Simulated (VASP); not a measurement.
SiNi3, 4 atoms in the cell. It takes space group Pm-3m (No. 221, cubic). The conventional cell has a = 3.435 Å, b = 3.435 Å, c = 3.435 Å, α = 90.00°, β = 90.00°, γ = 90.00°. Within 3.2 Å of Si (site symmetry m-3m) lie 12 Ni at 2.43 Å. Ni (site symmetry 4/mmm) has 4 Si at 2.43 Å and 8 Ni at 2.43 Å within 3.2 Å. 

- Program: VASP 6.6.1
- Task: single point
- Functional: PBE
- Potentials or basis: VASP PAW PBE potentials, release 64 (Si, Ni)
- Cutoff: 520 eV
- k mesh: 6 × 6 × 6
- Occupations: fermi-dirac, width 0.02 eV
- Spin: no spin polarisation
- Dipole correction: no
- Further INCAR settings: ALGO = Normal; EDIFF = 1e-06; NBANDS = 25

Potentials or basis: VASP PAW PBE potentials, release 64 (Si, Ni).

Launch:

```console
$ cat potpaw_PBE.64/Si/POTCAR potpaw_PBE.64/Ni/POTCAR > POTCAR
$ mpirun -np 1 vasp_std > vasp.out
```

Hardware: 1 thread of Intel Xeon 8259CL, on a shared host.

**Question.** How long does it take, and how much memory?

**Answer.** Run time: 31 s on 1 thread of Intel Xeon 8259CL, on a shared host, peak memory 0.16 GiB. Counts: scf iterations 15, k points 20.
